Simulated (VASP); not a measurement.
# KMgF3 (Pm-3m) in VASP: further runs

The runs below take KMgF3 through single point, relaxation of the atoms, with PBE.

Everything below comes from runs of VASP 6.6.1. Logs are shortened: lines on timing, memory, paths and dates and some standing lists are left out, and cuts for length are marked.

## Step 1: The cell of the first run

The structure is cubic, space group Pm-3m (No. 221). The conventional cell has a = 3.986 Å, b = 3.986 Å, c = 3.986 Å, α = 90.00°, β = 90.00°, γ = 90.00°. K (site symmetry m-3m) has 12 F at 2.82 Å and 8 Mg at 3.45 Å within 3.7 Å. Mg (site symmetry m-3m) has 6 F at 1.99 Å within 2.6 Å. F (site symmetry 4/mmm) has 2 Mg at 1.99 Å within 2.6 Å.

## Step 2: Single point, PBE

INCAR reads:

```
  PREC = Accurate
  ENCUT = 520
  EDIFF = 1E-7
  ISMEAR = -1
  SIGMA = 0.02
  LREAL = F
  LASPH = T
  NELM = 80
  ALGO = Normal
  ISIF = 2
  LWAVE = F
  LCHARG = T
  GGA = PE
  LELF = T
  LVHAR = T
  NBANDS = 24
```

KPOINTS reads:

```
Automatic mesh
0
Gamma
  6 6 6
```

POSCAR reads:

```
KMgF3
1.0
    3.9859000000      0.0000000000      0.0000000000
    0.0000000000      3.9859000000      0.0000000000
    0.0000000000      0.0000000000      3.9859000000
K Mg F
1 1 3
Direct
    0.5000000000      0.5000000000      0.5000000000
    0.0000000000      0.0000000000      0.0000000000
    0.5000000000      0.0000000000      0.0000000000
    0.0000000000      0.5000000000      0.0000000000
    0.0000000000      0.0000000000      0.5000000000
```

Potentials or basis: VASP PAW PBE potentials, release 64 (K_sv, Mg, F).

Command:

```
$ cat potpaw_PBE.64/K_sv/POTCAR potpaw_PBE.64/Mg/POTCAR potpaw_PBE.64/F/POTCAR > POTCAR
$ mpirun -np 1 vasp_std > vasp.out
```

OUTCAR:

```text
PREC = Accurate
   ENCUT = 520
   EDIFF = 1E-7
   ISMEAR = -1
   LREAL = F
   LASPH = T
   NELM = 80
   ISIF = 2
   GGA = PE

 ion  position               nearest neighbor table
   1  0.500  0.500  0.500-   3 2.82   4 2.82   5 2.82   3 2.82   4 2.82   3 2.82   5 2.82   3 2.82
                             4 2.82   5 2.82   4 2.82   5 2.82   2 3.45   2 3.45   2 3.45   2 3.45
   2  0.000  0.000  0.000-   3 1.99   4 1.99   5 1.99   5 1.99   4 1.99   3 1.99   1 3.45   1 3.45
                             1 3.45   1 3.45   1 3.45   1 3.45   1 3.45   1 3.45
   3  0.500  0.000  0.000-   2 1.99   2 1.99   1 2.82   1 2.82   1 2.82   1 2.82
   4  0.000  0.500  0.000-   2 1.99   2 1.99   1 2.82   1 2.82   1 2.82   1 2.82
   5  0.000  0.000  0.500-   2 1.99   2 1.99   1 2.82   1 2.82   1 2.82   1 2.82

  LATTYP: Found a simple cubic cell.
 ALAT       =     3.9859000000

  Lattice vectors:

 A1 = (   3.9859000000,   0.0000000000,   0.0000000000)
 A2 = (   0.0000000000,   3.9859000000,   0.0000000000)
 A3 = (   0.0000000000,   0.0000000000,   3.9859000000)

Analysis of symmetry for initial positions (statically):
=====================================================================
 Subroutine PRICEL returns:
 Original cell was already a primitive cell.

 Routine SETGRP: Setting up the symmetry group for a
 simple cubic supercell.

 Subroutine GETGRP returns: Found 48 space group operations
 (whereof 48 operations were pure point group operations)
 out of a pool of 48 trial point group operations.

The static configuration has the point symmetry O_h .

Analysis of symmetry for dynamics (positions and initial velocities):
=====================================================================
 Subroutine PRICEL returns:
 Original cell was already a primitive cell.

 Routine SETGRP: Setting up the symmetry group for a
 simple cubic supercell.

 Subroutine GETGRP returns: Found 48 space group operations
 (whereof 48 operations were pure point group operations)
 out of a pool of 48 trial point group operations.

The dynamic configuration has the point symmetry O_h .

 Subroutine INISYM returns: Found 48 space group operations
 (whereof 48 operations are pure point group operations),
 and found     1 'primitive' translations

----------------------------------------------------------------------------------------

                                     Primitive cell

  volume of cell :      63.3256

  direct lattice vectors                    reciprocal lattice vectors
     3.985900000  0.000000000  0.000000000     0.250884367  0.000000000  0.000000000
     0.000000000  3.985900000  0.000000000     0.000000000  0.250884367  0.000000000
     0.000000000  0.000000000  3.985900000     0.000000000  0.000000000  0.250884367

  length of vectors
     3.985900000  3.985900000  3.985900000     0.250884367  0.250884367  0.250884367

  position of ions in fractional coordinates (direct lattice)
     0.500000000  0.500000000  0.500000000
     0.000000000  0.000000000  0.000000000
     0.500000000  0.000000000  0.000000000
     0.000000000  0.500000000  0.000000000
     0.000000000  0.000000000  0.500000000

  ion indices of the primitive-cell ions
   primitive index   ion index
                 1           1
                 2           2
                 3           3
                 4           4
                 5           5

----------------------------------------------------------------------------------------

 KPOINTS: Automatic mesh

Automatic generation of k-mesh.
 Grid dimensions read from file:
 generate k-points for:    6    6    6

 Generating k-lattice:

  Cartesian coordinates                     Fractional coordinates (reciprocal lattice)
     0.041814061  0.000000000  0.000000000     0.166666667  0.000000000  0.000000000
     0.000000000  0.041814061  0.000000000     0.000000000  0.166666667  0.000000000
     0.000000000  0.000000000  0.041814061     0.000000000  0.000000000  0.166666667

  Length of vectors
     0.041814061  0.041814061  0.041814061

  Shift w.r.t. Gamma in fractional coordinates (k-lattice)
     0.000000000  0.000000000  0.000000000

 Subroutine IBZKPT returns following result:
 ===========================================

 Found     20 irreducible k-points:

 Following reciprocal coordinates:
            Coordinates               Weight
  0.000000  0.000000  0.000000      1.000000
  0.166667  0.000000  0.000000      6.000000
  0.333333  0.000000  0.000000      6.000000
  0.500000  0.000000  0.000000      3.000000
  0.166667  0.166667  0.000000     12.000000
  0.333333  0.166667  0.000000     24.000000
[... 12 lines left out ...]
  0.500000  0.500000  0.333333      6.000000
  0.500000  0.500000  0.500000      1.000000
   k-points           NKPTS =     20   k-points in BZ     NKDIM =     20   number of bands    NBANDS=     24
   number of dos      NEDOS =    301   number of ions     NIONS =      5
   total plane-waves  NPLWV =  27000
   dimension x,y,z NGX =    30 NGY =   30 NGZ =   30
   dimension x,y,z NGXF=    60 NGYF=   60 NGZF=   60
   ions per type =               1   1   3
   NGX,Y,Z   is equivalent  to a cutoff of  12.51, 12.51, 12.51 a.u.
   NGXF,Y,Z  is equivalent  to a cutoff of  25.03, 25.03, 25.03 a.u.
 SYSTEM =  unknown system
   PREC   = accura    normal or accurate (medium, high low for compatibility)
   ISTART =      0    job   : 0-new  1-cont  2-samecut
   ICHARG =      2    charge: 1-file 2-atom 10-const
   ISPIN  =      1    spin polarized calculation?
   LNONCOLLINEAR =      F non collinear calculations
   LSORBIT =      F    spin-orbit coupling
   LASPH  =      T    aspherical Exc in radial PAW
   ENCUT  =  520.0 eV  38.22 Ry    6.18 a.u.   7.41  7.41  7.41*2*pi/ulx,y,z
   NELM   =     80;   NELMIN=  2; NELMDL= -5     # of ELM steps
   EDIFF  = 0.1E-06   stopping-criterion for ELM
   LREAL  =      F    real-space projection
   EDIFFG = 0.1E-05   stopping-criterion for IOM
   NSW    =      0    number of steps for IOM
   IBRION =     -1    ionic relax: 0-MD 1-quasi-New 2-CG
   NFREE  =      0    steps in history (QN), initial steepest desc. (CG)
   ISIF   =      2    stress and relaxation
   ISYM   =      2    0-nonsym 1-usesym 2-fastsym
   POTIM  = 0.5000    time-step for ionic-motion
   TEBEG  =    0.0;   TEEND  =   0.0 temperature during run
   PSTRESS=    0.0 pullay stress
   NELECT =      32.0000    total number of electrons
   NUPDOWN=      -1.0000    fix difference up-down
   EMIN   =  10.00;   EMAX   =-10.00  energy-range for DOS
   EFERMI =   0.00;   METHOD = LEGACY
   ISMEAR =    -1;   SIGMA  =   0.02  broadening in eV -4-tet -1-fermi 0-gaus
   EFERMI_NEDOS =   21; number of points for ismear=-14 and -15
   IALGO  =     38    algorithm
   IMIX   =      4    mixing-type and parameters
     AMIX     =   0.40;   BMIX     =  1.00
     AMIX_MAG =   1.60;   BMIX_MAG =  1.00
  volume/ion in A,a.u.               =      12.67        85.47
  Fermi-wavevector in a.u.,A,eV,Ry     =   1.303962  2.464132 23.134232  1.700318
  Thomas-Fermi vector in A             =   2.434930
   LORBIT       =      0    0 simple, 1 ext, 2 COOP (PROOUT), +10 PAW based schemes
   GGA     = PE    functional components
   LHFCALC =     F    Hartree Fock is set to
   AEXX    =    0.0000 exact exchange contribution
   IVDW    =     0    specifies the selected vdW correction
   LEPSILON=     F    determine dielectric tensor
   LRPA    =     F    only Hartree local field effects (RPA)
 non-spin polarized calculation
  energy-cutoff  :      520.00
  volume of cell :       63.33
 maximum number of plane-waves:      1743
 NGX is ok and might be reduce to    30
   NGX = 15   NGY = 15   NGZ = 15

 number of electron      31.9999958 magnetization

 Free energy of the ion-electron system (eV)
  ---------------------------------------------------
  ext. energy  EPLUGINS =         0.00000000
  ---------------------------------------------------
  free energy    TOTEN  =       -24.41464468 eV

  energy without entropy =      -24.41464468  energy(sigma->0) =      -24.41464468

 E-fermi :  -1.1179     XC(G=0):  -9.6841

 val. band max:       -1.6013878528   @ k =   0.5000   0.5000   0.5000
 cond. band min:       5.7036518036   @ k =   0.0000   0.0000   0.0000
 fundamental gap:      7.3050396564
 Fermi energy:        -1.1179321033

 k-point     1 :       0.0000    0.0000    0.0000
  band No.  band energies     occupation
      1     -27.2547      2.00000
      2     -21.7204      2.00000
      3     -21.0670      2.00000
      4     -21.0670      2.00000
      5     -10.7470      2.00000
      6     -10.7470      2.00000
[... 16 lines left out ...]
     23      12.4127      0.00000
     24      15.3206      0.00000

 k-point     2 :       0.1667    0.0000    0.0000
  band No.  band energies     occupation
      1     -27.2477      2.00000
      2     -21.6905      2.00000
      3     -21.1038      2.00000
      4     -21.0641      2.00000
      5     -10.7433      2.00000
      6     -10.7332      2.00000
[... 16 lines left out ...]
     23      12.4081      0.00000
     24      15.1905      0.00000

 k-point     3 :       0.3333    0.0000    0.0000
  band No.  band energies     occupation
      1     -27.2335      2.00000
      2     -21.6167      2.00000
      3     -21.1915      2.00000
      4     -21.0601      2.00000
      5     -10.7360      2.00000
      6     -10.7054      2.00000
[... 16 lines left out ...]
     23      12.3624      0.00000
     24      14.7843      0.00000
[... 406 lines left out ...]
 k-point    19 :       0.5000    0.5000    0.3333
  band No.  band energies     occupation
      1     -27.1959      2.00000
      2     -21.2619      2.00000
      3     -21.2539      2.00000
      4     -21.2539      2.00000
      5     -10.9048      2.00000
      6     -10.9048      2.00000
[... 16 lines left out ...]
     23      13.1675      0.00000
     24      13.1675      0.00000

 k-point    20 :       0.5000    0.5000    0.5000
  band No.  band energies     occupation
      1     -27.1925      2.00000
      2     -21.2491      2.00000
      3     -21.2491      2.00000
      4     -21.2491      2.00000
      5     -10.9323      2.00000
      6     -10.9323      2.00000
[... 16 lines left out ...]
     23      13.5612      0.00000
     24      13.5612      0.00000

------------------------ aborting loop because EDIFF is reached ----------------------------------------

  FORCE on cell =-STRESS in cart. coord.  units (eV):
  Direction    XX          YY          ZZ          XY          YZ          ZX
  --------------------------------------------------------------------------------------
  -------------------------------------------------------------------------------------
  Total        1.3368210      1.3368210      1.3368210      0.0000000     -0.0000000      0.0000000
  in kB       33.8224166     33.8224166     33.8224166      0.0000000     -0.0000000      0.0000000
  external PRESSURE =      33.8224166 kB  Pullay stress =       0.0000000 kB

 VOLUME and BASIS-vectors are now :
 -----------------------------------------------------------------------------
  energy-cutoff  :      520.00
  volume of cell :       63.33
      direct lattice vectors                 reciprocal lattice vectors
     3.985900000  0.000000000  0.000000000     0.250884367  0.000000000  0.000000000
     0.000000000  3.985900000  0.000000000     0.000000000  0.250884367  0.000000000
     0.000000000  0.000000000  3.985900000     0.000000000  0.000000000  0.250884367

 POSITION                                       TOTAL-FORCE (eV/Angst)
 -----------------------------------------------------------------------------------
      1.99295      1.99295      1.99295         0.000000      0.000000      0.000000
      0.00000      0.00000      0.00000         0.000000      0.000000      0.000000
      1.99295      0.00000      0.00000         0.000000      0.000000      0.000000
      0.00000      1.99295      0.00000         0.000000      0.000000      0.000000
      0.00000      0.00000      1.99295         0.000000      0.000000      0.000000
 -----------------------------------------------------------------------------------
    total drift:                                0.000000     -0.000000      0.000000

  FREE ENERGIE OF THE ION-ELECTRON SYSTEM (eV)
  ---------------------------------------------------
  free  energy   TOTEN  =       -24.4146446839 eV

  energy  without entropy=      -24.4146446839  energy(sigma->0) =      -24.41464468
```

It took 38 s on 1 thread of Oxide Virtual Turin-like, shared host; peak memory 0.15 GiB.

Results:

| Quantity | Value |
| --- | --- |
| Free energy | -24.4146 eV |
| Pressure | 3.4 GPa |
| Band gap on the k mesh | 7.31 eV, indirect (least direct gap 7.63 eV) |

A k mesh can miss the band edges. PBE gaps usually lie below the measured ones, often by a third to a half.

## Step 3: Relaxation of the atoms, PBE

INCAR reads:

```
SYSTEM = KMgF3
PREC = Accurate
ENCUT = 520
EDIFF = 1E-7
ISMEAR = -1
SIGMA = 0.02
LREAL = .False.
LASPH = .True.
NELM = 100
ALGO = Normal
ISIF = 2
LWAVE = .False.
LCHARG = .False.
GGA = PE
IBRION = 2
NSW = 80
EDIFFG = -0.02
```

KPOINTS reads:

```
regular mesh
0
Gamma
  6 6 6
  0 0 0
```

POSCAR is that of step 2.

Potentials or basis: VASP PAW PBE potentials, release 64 (K_sv, Mg, F).

Command:

```
$ cat potpaw_PBE.64/K_sv/POTCAR potpaw_PBE.64/Mg/POTCAR potpaw_PBE.64/F/POTCAR > POTCAR
$ mpirun -np 1 vasp_std > vasp.out
```

Run time: 37 s. Hardware: 1 thread of Oxide Virtual Turin-like, shared host; peak memory 0.15 GiB.

It converged, with:

* Free energy: -24.4146 eV
* Pressure after relaxing: 3.4 GPa
* Band gap on the k mesh: 7.30 eV, indirect (least direct gap 7.63 eV)

Final structure:
```cif
data_structure
_symmetry_space_group_name_H-M 'P 1'
_symmetry_Int_Tables_number 1
_cell_length_a 3.9859
_cell_length_b 3.9859
_cell_length_c 3.9859
_cell_angle_alpha 90.000
_cell_angle_beta 90.000
_cell_angle_gamma 90.000
_cell_volume 63.33
loop_
_atom_site_label
_atom_site_type_symbol
_atom_site_fract_x
_atom_site_fract_y
_atom_site_fract_z
_atom_site_occupancy
K1 K 0.50000 0.50000 0.50000 1
Mg1 Mg 0.00000 0.00000 0.00000 1
F1 F 0.50000 0.00000 0.00000 1
F2 F 0.00000 0.50000 0.00000 1
F3 F 0.00000 0.00000 0.50000 1
```

Levels at points of the mesh, in eV from the valence-band top:
```tsv
k point	band 14	band 15	band 16	band 17	band 18	band 19
(0.00, 0.00, 0.00)	-0.32	-0.32	-0.32	7.30	10.08	10.08
(0.50, 0.00, 0.00)	-0.86	-0.53	-0.53	10.12	10.45	11.12
(0.50, 0.50, 0.00)	-0.89	-0.89	-0.02	10.92	11.70	12.63
(0.50, 0.50, 0.50)	0.00	0.00	0.00	10.44	10.44	10.44
```

Caveat: the relaxation stopped at its first step, so nothing moved.
